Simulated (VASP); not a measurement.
# AgAs in VASP: further runs, part 2 of 2

VASP 6.6.1. The steps go on from the part before.

### 4 Single point, PBE

File INCAR:

```
PREC = Accurate
ENCUT = 520
EDIFF = 1E-6
ISMEAR = -1
SIGMA = 0.1
LREAL = F
LASPH = T
NELM = 100
ALGO = Normal
ISIF = 2
LWAVE = F
LCHARG = F
GGA = PE
NBANDS = 24
```

File KPOINTS:

```
Automatic mesh
0
Gamma
  4 7 4
```

File POSCAR:

```
AgAs
1.0
    4.9913820000      0.0000000000      0.0000000000
    0.0000000000      2.9607890000      0.0000000000
    0.0000000000      0.0000000000      5.1726990000
Ag As
2 2
Direct
    0.2500000000      0.0000000000      0.8352290000
    0.7500000000      0.0000000000      0.1647710000
    0.7500000000      0.5000000000      0.6656450000
    0.2700345315      0.5000000000      0.3343550000
```

Potentials or basis: VASP PAW PBE potentials, release 64 (Ag, As).

The run is started by

```
$ cat potpaw_PBE.64/Ag/POTCAR potpaw_PBE.64/As/POTCAR > POTCAR
$ mpirun -np 1 vasp_std > vasp.out
```

OUTCAR:

```text
PREC = Accurate
   ENCUT = 520
   EDIFF = 1E-6
   ISMEAR = -1
   LREAL = F
   LASPH = T
   NELM = 100
   ISIF = 2
   GGA = PE

 ion  position               nearest neighbor table
   1  0.250  0.000  0.835-   4 2.98   4 2.98   4 2.99   4 2.99   2 3.02   2 3.02   3 3.03   3 3.03
                             3 3.03   3 3.03
   2  0.750  0.000  0.165-   4 2.95   4 2.95   3 2.98   3 2.98   3 2.98   3 2.98   1 3.02   1 3.02
                             4 3.11   4 3.11
   3  0.750  0.500  0.666-   2 2.98   2 2.98   2 2.98   2 2.98   1 3.03   1 3.03   1 3.03   1 3.03

   4  0.270  0.500  0.334-   2 2.95   2 2.95   1 2.98   1 2.98   1 2.99   1 2.99   2 3.11   2 3.11

  LATTYP: Found a simple orthorhombic cell.
 ALAT       =     2.9607890000
 B/A-ratio  =     1.6858283383
 C/A-ratio  =     1.7470677580

  Lattice vectors:

 A1 = (   0.0000000000,  -2.9607890000,   0.0000000000)
 A2 = (   4.9913820000,   0.0000000000,   0.0000000000)
 A3 = (   0.0000000000,   0.0000000000,   5.1726990000)

Analysis of symmetry for initial positions (statically):
=====================================================================
 Subroutine PRICEL returns:
 Original cell was already a primitive cell.

 Routine SETGRP: Setting up the symmetry group for a
 simple orthorhombic supercell.

 Subroutine GETGRP returns: Found  2 space group operations
 (whereof  2 operations were pure point group operations)
 out of a pool of  8 trial point group operations.

The static configuration has the point symmetry C_1h.

Analysis of symmetry for dynamics (positions and initial velocities):
=====================================================================
 Subroutine PRICEL returns:
 Original cell was already a primitive cell.

 Routine SETGRP: Setting up the symmetry group for a
 simple orthorhombic supercell.

 Subroutine GETGRP returns: Found  2 space group operations
 (whereof  2 operations were pure point group operations)
 out of a pool of  8 trial point group operations.

The dynamic configuration has the point symmetry C_1h.

 Subroutine INISYM returns: Found  2 space group operations
 (whereof  2 operations are pure point group operations),
 and found     1 'primitive' translations

----------------------------------------------------------------------------------------

                                     Primitive cell

  volume of cell :      76.4444

  direct lattice vectors                    reciprocal lattice vectors
     4.991382000  0.000000000  0.000000000     0.200345315  0.000000000  0.000000000
     0.000000000  2.960789000  0.000000000     0.000000000  0.337747810  0.000000000
     0.000000000  0.000000000  5.172699000     0.000000000  0.000000000  0.193322674

  length of vectors
     4.991382000  2.960789000  5.172699000     0.200345315  0.337747810  0.193322674

  position of ions in fractional coordinates (direct lattice)
     0.250000000  0.000000000  0.835229000
     0.750000000  0.000000000  0.164771000
     0.750000000  0.500000000  0.665645000
     0.270034532  0.500000000  0.334355000

  ion indices of the primitive-cell ions
   primitive index   ion index
                 1           1
                 2           2
[... 25 lines left out ...]
 ===========================================

 Found     40 irreducible k-points:

 Following reciprocal coordinates:
            Coordinates               Weight
  0.000000  0.000000  0.000000      1.000000
  0.250000  0.000000  0.000000      2.000000
  0.500000  0.000000  0.000000      1.000000
  0.000000  0.142857  0.000000      2.000000
  0.250000  0.142857  0.000000      4.000000
  0.500000  0.142857  0.000000      2.000000
[... 16 lines left out ...]
  0.250000 -0.285714 -0.250000      4.000000
  0.500000  0.285714  0.250000      4.000000
 [... further k-points ...]
   k-points           NKPTS =     40   k-points in BZ     NKDIM =     40   number of bands    NBANDS=     24
   number of dos      NEDOS =    301   number of ions     NIONS =      4
   total plane-waves  NPLWV =  38400
   dimension x,y,z NGX =    40 NGY =   24 NGZ =   40
   dimension x,y,z NGXF=    80 NGYF=   48 NGZF=   80
   ions per type =               2   2
   NGX,Y,Z   is equivalent  to a cutoff of  13.32, 13.48, 12.86 a.u.
   NGXF,Y,Z  is equivalent  to a cutoff of  26.65, 26.95, 25.71 a.u.
 SYSTEM =  unknown system
   PREC   = accura    normal or accurate (medium, high low for compatibility)
   ISTART =      0    job   : 0-new  1-cont  2-samecut
   ICHARG =      2    charge: 1-file 2-atom 10-const
   ISPIN  =      1    spin polarized calculation?
   LNONCOLLINEAR =      F non collinear calculations
   LSORBIT =      F    spin-orbit coupling
   LASPH  =      T    aspherical Exc in radial PAW
   ENCUT  =  520.0 eV  38.22 Ry    6.18 a.u.   9.28  5.51  9.62*2*pi/ulx,y,z
   NELM   =    100;   NELMIN=  2; NELMDL= -5     # of ELM steps
   EDIFF  = 0.1E-05   stopping-criterion for ELM
   LREAL  =      F    real-space projection
   EDIFFG = 0.1E-04   stopping-criterion for IOM
   NSW    =      0    number of steps for IOM
   IBRION =     -1    ionic relax: 0-MD 1-quasi-New 2-CG
   NFREE  =      0    steps in history (QN), initial steepest desc. (CG)
   ISIF   =      2    stress and relaxation
   ISYM   =      2    0-nonsym 1-usesym 2-fastsym
   POTIM  = 0.5000    time-step for ionic-motion
   TEBEG  =    0.0;   TEEND  =   0.0 temperature during run
   PSTRESS=    0.0 pullay stress
   NELECT =      32.0000    total number of electrons
   NUPDOWN=      -1.0000    fix difference up-down
   EMIN   =  10.00;   EMAX   =-10.00  energy-range for DOS
   EFERMI =   0.00;   METHOD = LEGACY
   ISMEAR =    -1;   SIGMA  =   0.10  broadening in eV -4-tet -1-fermi 0-gaus
   EFERMI_NEDOS =   21; number of points for ismear=-14 and -15
   IALGO  =     38    algorithm
   IMIX   =      4    mixing-type and parameters
     AMIX     =   0.40;   BMIX     =  1.00
     AMIX_MAG =   1.60;   BMIX_MAG =  1.00
  volume/ion in A,a.u.               =      19.11       128.97
  Fermi-wavevector in a.u.,A,eV,Ry     =   1.224643  2.314241 20.405359  1.499752
  Thomas-Fermi vector in A             =   2.359711
   LORBIT       =      0    0 simple, 1 ext, 2 COOP (PROOUT), +10 PAW based schemes
   GGA     = PE    functional components
   LHFCALC =     F    Hartree Fock is set to
   AEXX    =    0.0000 exact exchange contribution
   IVDW    =     0    specifies the selected vdW correction
   LEPSILON=     F    determine dielectric tensor
   LRPA    =     F    only Hartree local field effects (RPA)
 non-spin polarized calculation
  energy-cutoff  :      520.00
  volume of cell :       76.44
 maximum number of plane-waves:      2080
 NGX is ok and might be reduce to    40
   NGX = 19   NGY = 11   NGZ = 19

 number of electron      32.0000005 magnetization

 Free energy of the ion-electron system (eV)
  ---------------------------------------------------
  ext. energy  EPLUGINS =         0.00000000
  ---------------------------------------------------
  free energy    TOTEN  =       -13.92899206 eV

  energy without entropy =      -13.88237540  energy(sigma->0) =      -13.90568373

 E-fermi :   6.9251     XC(G=0): -11.1426

 val. band max:        6.8900689341   @ k =   0.0000   0.2857   0.0000
 cond. band min:       7.0915416618   @ k =   0.0000   0.4286   0.2500
 fundamental gap:      0.2014727277
 Fermi energy:         6.9250994381

 k-point     1 :       0.0000    0.0000    0.0000
  band No.  band energies     occupation
      1      -6.2657      2.00000
      2      -4.0323      2.00000
      3       1.2626      2.00000
      4       1.3480      2.00000
      5       1.4820      2.00000
      6       1.7080      2.00000
[... 637 lines left out ...]
     23      14.4872      0.00000
     24      14.6409      0.00000

 [... further k-points ...]

------------------------ aborting loop because EDIFF is reached ----------------------------------------

  FORCE on cell =-STRESS in cart. coord.  units (eV):
  Direction    XX          YY          ZZ          XY          YZ          ZX
  --------------------------------------------------------------------------------------
  -------------------------------------------------------------------------------------
  Total        0.1037362     -1.3207444      0.0921055      0.0000000      0.0000000      0.0641426
  in kB        2.1741792    -27.6811351      1.9304153      0.0000000      0.0000000      1.3443471
  external PRESSURE =      -7.8588469 kB  Pullay stress =       0.0000000 kB

 VOLUME and BASIS-vectors are now :
 -----------------------------------------------------------------------------
  energy-cutoff  :      520.00
  volume of cell :       76.44
      direct lattice vectors                 reciprocal lattice vectors
     4.991382000  0.000000000  0.000000000     0.200345315  0.000000000  0.000000000
     0.000000000  2.960789000  0.000000000     0.000000000  0.337747810  0.000000000
     0.000000000  0.000000000  5.172699000     0.000000000  0.000000000  0.193322674

 POSITION                                       TOTAL-FORCE (eV/Angst)
 -----------------------------------------------------------------------------------
      1.24785      0.00000      4.32039        -0.014912      0.000000      0.111880
      3.74354      0.00000      0.85231         0.103081      0.000000     -0.128313
      3.74354      1.48039      3.44318         0.069347      0.000000      0.162165
      1.34785      1.48039      1.72952        -0.157515      0.000000     -0.145732
 -----------------------------------------------------------------------------------
    total drift:                               -0.000110     -0.000000     -0.000012

  FREE ENERGIE OF THE ION-ELECTRON SYSTEM (eV)
  ---------------------------------------------------
  free  energy   TOTEN  =       -13.9289920615 eV

  energy  without entropy=      -13.8823753969  energy(sigma->0) =      -13.90568373
```

OSZICAR:

```text
N       E                     dE             d eps       ncg     rms          rms(c)
DAV:   1     0.167129243669E+03    0.16713E+03   -0.15119E+04  1920   0.123E+03
DAV:   2    -0.869885082699E+01   -0.17583E+03   -0.16511E+03  2280   0.257E+02
DAV:   3    -0.145943730083E+02   -0.58955E+01   -0.58398E+01  2256   0.463E+01
DAV:   4    -0.146244394937E+02   -0.30066E-01   -0.30062E-01  2152   0.347E+00
DAV:   5    -0.146246481105E+02   -0.20862E-03   -0.20862E-03  2336   0.291E-01    0.721E+00
DAV:   6    -0.139569098468E+02    0.66774E+00   -0.28099E+00  2160   0.178E+01    0.645E+00
DAV:   7    -0.139393664818E+02    0.17543E-01   -0.20181E-01  2016   0.368E+00    0.351E+00
DAV:   8    -0.139302046751E+02    0.91618E-02   -0.23963E-02  2112   0.117E+00    0.323E-01
DAV:   9    -0.139289754100E+02    0.12293E-02   -0.44164E-03  2152   0.706E-01    0.736E-02
DAV:  10    -0.139289902493E+02   -0.14839E-04   -0.40839E-04  2208   0.112E-01    0.265E-02
DAV:  11    -0.139289919168E+02   -0.16675E-05   -0.36436E-05  2128   0.466E-02    0.693E-03
DAV:  12    -0.139289920615E+02   -0.14470E-06   -0.24531E-06  1896   0.191E-02
   1 F= -.13928992E+02 E0= -.13905684E+02  d E =-.466167E-01
```

stdout:

```text
POSCAR found type information on POSCAR AgAs
 POSCAR found :  2 types and       4 ions
 scaLAPACK will be used
 LDA part: xc-table for (Slater+PW92), standard interpolation
 POSCAR, INCAR and KPOINTS ok, starting setup
 FFT: planning ... GRIDC
 FFT: planning ... GRID_SOFT
 FFT: planning ... GRID
 WAVECAR not read
 entering main loop
```

Run time: 78 s. Hardware: 1 thread of Intel Xeon 8259CL, shared host; peak memory 0.23 GiB.

Results:

- Free energy: -13.9290 eV
- Pressure: -0.8 GPa
- Largest force: 0.215 eV/Å
- Band gap on the k mesh: zero (bands 16 and 17 overlap by 2.21 eV)

Forces in eV/Å, atoms in the order of the input:
```
Ag  -0.015  0.000  0.112
Ag   0.103  0.000 -0.128
As   0.069  0.000  0.162
As  -0.158  0.000 -0.146
```

Stress tensor (GPa, compression positive):
```
 0.22  0.00  0.13
 0.00 -2.77  0.00
 0.13  0.00  0.19
```

Levels at points of the mesh, in eV from the Fermi level:
| k point | band 14 | band 15 | band 16 | band 17 | band 18 | band 19 |
| --- | --- | --- | --- | --- | --- | --- |
| (0.00, 0.00, 0.00) | -3.57 | -2.65 | 0.35 | 0.43 | 1.43 | 2.79 |
| (0.50, 0.00, 0.00) | -3.75 | -2.03 | -1.98 | 3.21 | 3.54 | 3.65 |
| (0.00, 0.00, 0.50) | -2.15 | -1.97 | -1.35 | 3.43 | 3.64 | 3.65 |
| (0.50, 0.00, 0.50) | -3.81 | 1.03 | 1.18 | 3.43 | 3.96 | 3.99 |

### 5 The runs side by side

```tsv
cell	gap on the mesh (eV)	pressure (GPa)	largest force (eV/Å)
as given, atomic positions A	none	-0.9	0.15
as given, atomic positions B	none	-0.8	0.21
as given, atomic positions C	none	-0.8	0.21
```

Alike in all rows: task single point; level PBE; potentials or basis VASP PAW PBE potentials, release 64 (Ag, As); no spin polarisation; k mesh 4 × 7 × 4; cutoff (eV) 520; smearing fermi-dirac 0.1 eV.

Total energies depend on the potentials used, so only differences within one code and one set of settings carry meaning.
